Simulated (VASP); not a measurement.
Wanted: the native input for a VASP 6.6.1 run.

```
Task                   : single point
Functional             : r2SCAN
Potentials or basis    : VASP PAW PBE potentials, release 64 (W_sv, S)
Cutoff                 : 520 eV
k mesh                 : 12 × 12 × 2
Occupations            : gaussian, width 0.02 eV
Spin                   : no spin polarisation
Dipole correction      : no
Further INCAR settings : ALGO = Normal; EDIFF = 1e-06; NBANDS = 35
```

Crystal: WS2.

```
CELL_PARAMETERS angstrom
3.18162 0.00000 0.00000
-1.59081 2.75536 0.00000
0.00000 0.00000 12.28334
ATOMIC_POSITIONS crystal
W 0.33333 0.66667 0.25000
W 0.66667 0.33333 0.75000
S 0.33333 0.66667 0.62347
S 0.66667 0.33333 0.12347
S 0.33333 0.66667 0.87653
S 0.66667 0.33333 0.37653
```

One way to write it, as run:

POSCAR

```
WS2
1.0
    3.1816189179      0.0000000000      0.0000000000
   -1.5908094589      2.7553628080      0.0000000000
    0.0000000000      0.0000000000     12.2833377870
W S
2 4
Direct
    0.3333333333      0.6666666667      0.2500000000
    0.6666666667      0.3333333333      0.7500000000
    0.3333333333      0.6666666667      0.6234721929
    0.6666666667      0.3333333333      0.1234721929
    0.3333333333      0.6666666667      0.8765278071
    0.6666666667      0.3333333333      0.3765278071
```

INCAR.step1

```
  ALGO = Normal
  EDIFF = 1E-4
  ENCUT = 520
  GGA = PE
  ISMEAR = 0
  LASPH = True
  LCHARG = False
  LREAL = False
  LWAVE = True
  NBANDS = 35
  NELM = 100
  PREC = Accurate
  SIGMA = 0.02
```

INCAR.step2

```
  ALGO = Normal
  EDIFF = 1E-6
  ENCUT = 520
  ISIF = 2
  ISMEAR = 0
  ISTART = 1
  LASPH = True
  LCHARG = False
  LMIXTAU = True
  LREAL = False
  LWAVE = False
  METAGGA = R2SCAN
  NBANDS = 35
  NELM = 100
  PREC = Accurate
  SIGMA = 0.02
```

KPOINTS

```
k-points
0
Gamma
  12 12 2
```

Potentials or basis: VASP PAW PBE potentials, release 64 (W_sv, S).

The run is started by

```console
$ cat potpaw_PBE.64/W_sv/POTCAR potpaw_PBE.64/S/POTCAR > POTCAR
$ cp INCAR.step1 INCAR
$ mpirun -np 1 vasp_std > vasp.out
$ cp INCAR.step2 INCAR
$ mpirun -np 1 vasp_std > vasp.out
```

It gave:

```
Pressure               : 1.4 GPa
Largest force          : 0.029 eV/Å
Band gap on the k mesh : 1.08 eV, indirect (least direct gap 1.83 eV)
```

Caveat: the PAW data sets were made with another functional, which shifts forces and pressure a little; spin-orbit coupling is left out, which moves the levels of the heavy elements.

Wall time 3.2 min on 1 thread of Intel(R) Xeon(R) 6975P-C (Granite Rapids), on a shared host, peak memory 0.3 GiB.
